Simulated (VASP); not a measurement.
Crystal: Ni.

```
CELL_PARAMETERS angstrom
0.00000 1.73757 1.70282
1.73757 0.00000 1.70282
1.73757 1.73757 0.00000
ATOMIC_POSITIONS crystal
Ni 0.00000 0.00000 0.00000
```

Base run:

```yaml
Program: VASP 6.6.1
Functional: PBE
Potentials_or_basis: VASP PAW PBE potentials, release 64 (Ni)
Cutoff: 520 eV
k_mesh: 11 × 11 × 11
Occupations: fermi-dirac, width 0.05 eV
Spin: collinear spin, ferromagnetic start
Starting_moments: "[1.0] μB"
```

Its results: pressure 12.6 GPa; net moment 0.57 μB per cell; site moments Ni +0.58 μB.

The run is repeated on the same cell with these changes: functional from PBE to PBEsol; further incar settings from ALGO = Normal; EDIFF = 1e-06; NBANDS = 15 to ALGO = Normal; EDIFF = 1e-07; NBANDS = 15. What comes out?

Pressure 1.9 GPa; net moment 0.57 μB per cell; site moments Ni +0.58 μB.

Caveats: the PAW data sets were made with another functional, which shifts forces and pressure a little (some runs).
